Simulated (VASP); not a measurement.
# CaSe (Fm-3m) in VASP: notebook

CaSe is run at these levels: PBEsol; tasks: vibrations by perturbation theory.

Everything below comes from runs of VASP 6.6.1. Logs are shortened: lines on timing, memory, paths and dates and some standing lists are left out, and cuts for length are marked.

## Step 1: The cell of the first run

Symmetry: Fm-3m, No. 225, cubic system. The conventional cell has a = 5.830 Å, b = 5.830 Å, c = 5.830 Å, α = 90.00°, β = 90.00°, γ = 90.00°. Ca (site symmetry m-3m) has 6 Se at 2.91 Å within 3.8 Å. Se (site symmetry m-3m) has 6 Ca at 2.91 Å within 3.8 Å.

## Step 2: Vibrations by perturbation theory, PBEsol (volume scaled by 0.980)

Contents of INCAR:

```
PREC = Accurate
ENCUT = 520
EDIFF = 1E-8
ISMEAR = 0
SIGMA = 0.01
LREAL = F
LASPH = T
NELM = 80
ALGO = Normal
ISIF = 2
LWAVE = F
LCHARG = T
GGA = PS
NBANDS = 15
IBRION = 8
NSW = 1
```

Contents of KPOINTS:

```
regular mesh
0
Gamma
  6 6 6
```

Contents of POSCAR:

```
CaSe
1.0
    0.0000000000      2.9147555554      2.9147555554
    2.9147555554      0.0000000000      2.9147555554
    2.9147555554      2.9147555554      0.0000000000
Ca Se
1 1
Direct
    0.0000000000      0.0000000000      0.0000000000
    0.5000000000      0.5000000000      0.5000000000
```

Potentials or basis: VASP PAW PBE potentials, release 64 (Ca_sv, Se).

On the command line:

```sh
$ cat potpaw_PBE.64/Ca_sv/POTCAR potpaw_PBE.64/Se/POTCAR > POTCAR
$ mpirun -np 1 vasp_std > vasp.out
```

OUTCAR:

```text
PREC = Accurate
   ENCUT = 520
   EDIFF = 1E-8
   ISMEAR = 0
   LREAL = F
   LASPH = T
   NELM = 80
   ISIF = 2
   GGA = PS
   IBRION = 8
   NSW = 1

 ion  position               nearest neighbor table
   1  0.000  0.000  0.000-   2 2.91   2 2.91   2 2.91   2 2.91   2 2.91   2 2.91
   2  0.500  0.500  0.500-   1 2.91   1 2.91   1 2.91   1 2.91   1 2.91   1 2.91

  LATTYP: Found a face centered cubic cell.
 ALAT       =     5.8295111108

  Lattice vectors:

 A1 = (   0.0000000000,   2.9147555554,   2.9147555554)
 A2 = (   2.9147555554,   0.0000000000,   2.9147555554)
 A3 = (   2.9147555554,   2.9147555554,   0.0000000000)

Analysis of symmetry for initial positions (statically):
=====================================================================
 Subroutine PRICEL returns:
 Original cell was already a primitive cell.

 Routine SETGRP: Setting up the symmetry group for a
 face centered cubic supercell.

 Subroutine GETGRP returns: Found 48 space group operations
[... 9 lines left out ...]

 Routine SETGRP: Setting up the symmetry group for a
 face centered cubic supercell.

 Subroutine GETGRP returns: Found 48 space group operations
[... 11 lines left out ...]
                                     Primitive cell

  volume of cell :      49.5264

  direct lattice vectors                    reciprocal lattice vectors
     0.000000000  2.914755555  2.914755555    -0.171540972  0.171540972  0.171540972
     2.914755555  0.000000000  2.914755555     0.171540972 -0.171540972  0.171540972
     2.914755555  2.914755555  0.000000000     0.171540972  0.171540972 -0.171540972

  length of vectors
     4.122086837  4.122086837  4.122086837     0.297117678  0.297117678  0.297117678

  position of ions in fractional coordinates (direct lattice)
     0.000000000  0.000000000  0.000000000
     0.500000000  0.500000000  0.500000000

  ion indices of the primitive-cell ions
   primitive index   ion index
                 1           1
                 2           2

----------------------------------------------------------------------------------------

 KPOINTS: regular mesh

Automatic generation of k-mesh.
 Grid dimensions read from file:
 generate k-points for:    6    6    6

 Generating k-lattice:

  Cartesian coordinates                     Fractional coordinates (reciprocal lattice)
    -0.028590162  0.028590162  0.028590162     0.166666667  0.000000000  0.000000000
     0.028590162 -0.028590162  0.028590162     0.000000000  0.166666667  0.000000000
     0.028590162  0.028590162 -0.028590162     0.000000000  0.000000000  0.166666667

  Length of vectors
     0.049519613  0.049519613  0.049519613

  Shift w.r.t. Gamma in fractional coordinates (k-lattice)
     0.000000000  0.000000000  0.000000000

 Subroutine IBZKPT returns following result:
 ===========================================

 Found     16 irreducible k-points:

 Following reciprocal coordinates:
            Coordinates               Weight
  0.000000  0.000000  0.000000      1.000000
  0.166667  0.000000  0.000000      8.000000
  0.333333  0.000000  0.000000      8.000000
  0.500000  0.000000  0.000000      4.000000
  0.166667  0.166667  0.000000      6.000000
  0.333333  0.166667  0.000000     24.000000
[... 8 lines left out ...]
 -0.333333  0.333333  0.166667     24.000000
 -0.333333  0.500000  0.166667     12.000000
   k-points           NKPTS =     16   k-points in BZ     NKDIM =     16   number of bands    NBANDS=     15
   number of dos      NEDOS =    301   number of ions     NIONS =      2
   total plane-waves  NPLWV =  32768
   dimension x,y,z NGX =    32 NGY =   32 NGZ =   32
   dimension x,y,z NGXF=    64 NGYF=   64 NGZF=   64
   ions per type =               1   1
   NGX,Y,Z   is equivalent  to a cutoff of  12.91, 12.91, 12.91 a.u.
   NGXF,Y,Z  is equivalent  to a cutoff of  25.81, 25.81, 25.81 a.u.
 SYSTEM =  unknown system
   PREC   = accura    normal or accurate (medium, high low for compatibility)
   ISTART =      0    job   : 0-new  1-cont  2-samecut
   ICHARG =      2    charge: 1-file 2-atom 10-const
   ISPIN  =      1    spin polarized calculation?
   LNONCOLLINEAR =      F non collinear calculations
   LSORBIT =      F    spin-orbit coupling
   LASPH  =      T    aspherical Exc in radial PAW
   ENCUT  =  520.0 eV  38.22 Ry    6.18 a.u.   7.66  7.66  7.66*2*pi/ulx,y,z
   NELM   =     80;   NELMIN=  2; NELMDL= -5     # of ELM steps
   EDIFF  = 0.1E-07   stopping-criterion for ELM
   LREAL  =      F    real-space projection
   EDIFFG = 0.1E-06   stopping-criterion for IOM
   NSW    =      1    number of steps for IOM
   IBRION =      8    ionic relax: 0-MD 1-quasi-New 2-CG
   NFREE  =      0    steps in history (QN), initial steepest desc. (CG)
   ISIF   =      2    stress and relaxation
   ISYM   =      2    0-nonsym 1-usesym 2-fastsym
   POTIM  = 0.5000    time-step for ionic-motion
   TEBEG  =    0.0;   TEEND  =   0.0 temperature during run
   PSTRESS=    0.0 pullay stress
   NELECT =      16.0000    total number of electrons
   NUPDOWN=      -1.0000    fix difference up-down
   EMIN   =  10.00;   EMAX   =-10.00  energy-range for DOS
   EFERMI =   0.00;   METHOD = LEGACY
   ISMEAR =     0;   SIGMA  =   0.01  broadening in eV -4-tet -1-fermi 0-gaus
   EFERMI_NEDOS =   21; number of points for ismear=-14 and -15
   IALGO  =     38    algorithm
   IMIX   =      4    mixing-type and parameters
     AMIX     =   0.40;   BMIX     =  1.00
     AMIX_MAG =   1.60;   BMIX_MAG =  1.00
  volume/ion in A,a.u.               =      24.76       167.11
  Fermi-wavevector in a.u.,A,eV,Ry     =   1.123318  2.122763 17.168418  1.261843
  Thomas-Fermi vector in A             =   2.259983
   LORBIT       =      0    0 simple, 1 ext, 2 COOP (PROOUT), +10 PAW based schemes
   GGA     = PS    functional components
   LHFCALC =     F    Hartree Fock is set to
   AEXX    =    0.0000 exact exchange contribution
   IVDW    =     0    specifies the selected vdW correction
   LEPSILON=     F    determine dielectric tensor
   LRPA    =     F    only Hartree local field effects (RPA)
 non-spin polarized calculation
 Gauss-broadening in eV      SIGMA  =   0.01
  energy-cutoff  :      520.00
  volume of cell :       49.53
 maximum number of plane-waves:      1363
 NGX is ok and might be reduce to    32
   NGX = 15   NGY = 15   NGZ = 15

--------------------------------------- Ionic step        1  -------------------------------------------

 number of electron      16.0000003 magnetization

 Free energy of the ion-electron system (eV)
  ---------------------------------------------------
  ext. energy  EPLUGINS =         0.00000000
  ---------------------------------------------------
  free energy    TOTEN  =       -10.06798968 eV

  energy without entropy =      -10.06798968  energy(sigma->0) =      -10.06798968

 E-fermi :   2.7350     XC(G=0):  -9.5145

 val. band max:        2.6548241345   @ k =   0.0000   0.0000   0.0000
 cond. band min:       4.4651375394   @ k =   0.5000   0.5000   0.0000
 fundamental gap:      1.8103134049
 Fermi energy:         2.7350447665

 k-point     1 :       0.0000    0.0000    0.0000
  band No.  band energies     occupation
      1     -36.7600      2.00000
      2     -17.8435      2.00000
      3     -17.8435      2.00000
      4     -17.8435      2.00000
      5      -9.3280      2.00000
      6       2.6548      2.00000
      7       2.6548      2.00000
      8       2.6548      2.00000
      9       6.0758      0.00000
     10       6.2766      0.00000
     11       6.2766      0.00000
     12       6.2766      0.00000
     13       6.9232      0.00000
     14       6.9232      0.00000
     15      12.2464      0.00000
[... 255 lines left out ...]
      1     -36.7480      2.00000
      2     -17.9320      2.00000
      3     -17.9007      2.00000
      4     -17.8919      2.00000
      5      -8.6087      2.00000
      6       0.2249      2.00000
      7       0.9603      2.00000
      8       1.0329      2.00000
      9       5.8680      0.00000
     10       7.9049      0.00000
     11       8.0633      0.00000
     12       8.6137      0.00000
     13       8.8350      0.00000
     14       9.8591      0.00000
     15      12.3211      0.00000

------------------------ aborting loop because EDIFF is reached ----------------------------------------

  FORCE on cell =-STRESS in cart. coord.  units (eV):
  Direction    XX          YY          ZZ          XY          YZ          ZX
  --------------------------------------------------------------------------------------
  -------------------------------------------------------------------------------------
  Total        0.4074515      0.4074515      0.4074515     -0.0000000      0.0000000     -0.0000000
  in kB       13.1810520     13.1810520     13.1810520     -0.0000000      0.0000000     -0.0000000
  external PRESSURE =      13.1810520 kB  Pullay stress =       0.0000000 kB

 VOLUME and BASIS-vectors are now :
 -----------------------------------------------------------------------------
  energy-cutoff  :      520.00
  volume of cell :       49.53
      direct lattice vectors                 reciprocal lattice vectors
     0.000000000  2.914755555  2.914755555    -0.171540972  0.171540972  0.171540972
     2.914755555  0.000000000  2.914755555     0.171540972 -0.171540972  0.171540972
     2.914755555  2.914755555  0.000000000     0.171540972  0.171540972 -0.171540972

 POSITION                                       TOTAL-FORCE (eV/Angst)
 -----------------------------------------------------------------------------------
      0.00000      0.00000      0.00000        -0.000000      0.000000     -0.000000
      2.91476      2.91476      2.91476         0.000000     -0.000000      0.000000
 -----------------------------------------------------------------------------------
    total drift:                                0.000000     -0.000000     -0.000000

  FREE ENERGIE OF THE ION-ELECTRON SYSTEM (eV)
  ---------------------------------------------------
  free  energy   TOTEN  =       -10.0679896778 eV

  energy  without entropy=      -10.0679896778  energy(sigma->0) =      -10.06798968

[... ionic steps 2 to 3 ...]

--------------------------------------- Ionic step        4  -------------------------------------------

------------------------ aborting loop because EDIFF is reached ----------------------------------------

[... ionic steps 5 to 6 ...]

--------------------------------------- Ionic step        7  -------------------------------------------

 Free energy of the ion-electron system (eV)
  ---------------------------------------------------
  ---------------------------------------------------
  free energy    TOTEN  =        -0.08623696 eV

  energy without entropy =       -0.08623696

------------------------ aborting loop because EDIFF is reached ----------------------------------------

 INTERNAL STRAIN TENSOR  FOR ION    2  DIRECTION 1   (eV/Angst):
 -----------------------------------------------------------------------------
    -0.00957  0.00000 -0.00000
    -0.00000  0.00277  0.00000
    -0.00000  0.00000  0.00277

 INTERNAL STRAIN TENSOR FOR ION    2 for displacements in x,y,z  (eV/Angst):
          X           Y           Z          XY          YZ          ZX
  --------------------------------------------------------------------------------
  x     0.00000     0.00000     0.00000     0.00000     0.00000     0.00000
  y     0.00000     0.00000     0.00000     0.00000     0.00000     0.00000
  z     0.00000     0.00000     0.00000     0.00000     0.00000     0.00000

 SECOND DERIVATIVES (NOT SYMMETRIZED)
 ------------------------------------
               1X          1Y          1Z          2X          2Y          2Z
  1X    -3.564660    0.000000    0.000000    3.564660    0.000000    0.000000
  1Y     0.000000   -3.564660    0.000000    0.000000    3.564660    0.000000
  1Z     0.000000    0.000000   -3.564660    0.000000    0.000000    3.564660
  2X     3.559121    0.000000    0.000000   -3.559121    0.000000    0.000000
  2Y     0.000000    3.559121    0.000000    0.000000   -3.559121    0.000000
  2Z     0.000000    0.000000    3.559121    0.000000    0.000000   -3.559121

 Eigenvectors and eigenvalues of the dynamical matrix
 ----------------------------------------------------

   1 f  =    5.723114 THz    35.959384 2PiTHz  190.902527 cm-1    23.668886 meV
             X         Y         Z           dx          dy          dz
      0.000000  0.000000  0.000000     0.814656    0.000000    0.000000
      2.914756  2.914756  2.914756    -0.579944    0.000000    0.000000

   2 f  =    5.723114 THz    35.959384 2PiTHz  190.902527 cm-1    23.668886 meV
             X         Y         Z           dx          dy          dz
      0.000000  0.000000  0.000000    -0.000000    0.814656    0.000000
      2.914756  2.914756  2.914756    -0.000000   -0.579944    0.000000
[... 11 lines left out ...]
   5 f/i=    0.002102 THz     0.013210 2PiTHz    0.070130 cm-1     0.008695 meV
             X         Y         Z           dx          dy          dz
      0.000000  0.000000  0.000000     0.517092    0.195386    0.175430
      2.914756  2.914756  2.914756     0.726367    0.274462    0.246429

   6 f/i=    0.002102 THz     0.013210 2PiTHz    0.070130 cm-1     0.008695 meV
             X         Y         Z           dx          dy          dz
      0.000000  0.000000  0.000000    -0.106437   -0.198236    0.534517
      2.914756  2.914756  2.914756    -0.149513   -0.278466    0.750844

--------------------------------------------------------------------------------------------------------

 ELASTIC MODULI CONTR FROM IONIC RELAXATION (kBar)
 Direction    XX          YY          ZZ          XY          YZ          ZX
 --------------------------------------------------------------------------------
 XX           0.0000      0.0000      0.0000      0.0000      0.0000      0.0000
 YY           0.0000      0.0000      0.0000      0.0000      0.0000      0.0000
 ZZ           0.0000      0.0000      0.0000      0.0000      0.0000      0.0000
 XY           0.0000      0.0000      0.0000      0.0000      0.0000      0.0000
 YZ           0.0000      0.0000      0.0000      0.0000      0.0000      0.0000
 ZX           0.0000      0.0000      0.0000      0.0000      0.0000      0.0000
 --------------------------------------------------------------------------------
```

Wall time 3.3 min (1 thread of AMD EPYC 7R13 (Zen 3), shared host); peak memory 0.21 GiB.

What came out:

```yaml
Highest_phonon_frequency_at_Γ_LO-TO_splitting_left_out: 191 cm⁻¹
```

Phonon frequencies in cm⁻¹ (negative: imaginary):
```tsv
q point	frequencies
(0.000, 0.000, 0.000)	0 0 0 191 191 191
```

Caveat: the cell wasn't relaxed at this level first, which shifts response properties; the PAW data sets were made with another functional, which shifts forces and pressure a little.

(Part 1 of 2 ends here.)
